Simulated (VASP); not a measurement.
Input of a VASP 6.6.1 run:

Contents of INCAR:

```
PREC = Accurate
ENCUT = 520
EDIFF = 1E-6
ISMEAR = -1
SIGMA = 0.05
LREAL = False
LASPH = True
NELM = 100
ALGO = Normal
ISIF = 2
LWAVE = False
LCHARG = False
GGA = PE
IVDW = 12
NBANDS = 20
```

File KPOINTS:

```
Automatic mesh
0
Gamma
  10 10 2
```

Contents of POSCAR:

```
WS2
1.0
    3.1597388188      0.0000000000      0.0000000000
   -1.5798694094      2.7364140864      0.0000000000
    0.0000000000      0.0000000000     16.9395784154
W S
1 2
Direct
    0.0000000000      0.0000000000      0.0000000000
    0.3333333333      0.6666666667      0.0930348268
    0.3333333333      0.6666666667      0.9069651732
```

Potentials or basis: VASP PAW PBE potentials, release 64 (W_sv, S).

Launch:

```console
$ cat potpaw_PBE.64/W_sv/POTCAR potpaw_PBE.64/S/POTCAR > POTCAR
$ mpirun -np 1 vasp_std > vasp.out
```

Q: What does it give for the band gap on the k mesh?

A: 2.22 eV (least direct gap 2.26 eV).

Q: What does it give for the largest force?

A: 0.003 eV/Å.

Q: What does it give for the dispersion energy per atom?

A: -0.311 eV.

Forces on the atoms (eV/Å):
```
W    0.000  0.000  0.000
S    0.000  0.000  0.003
S    0.000  0.000 -0.003
```

Caveat: spin-orbit coupling is left out, which moves the levels of the heavy elements.
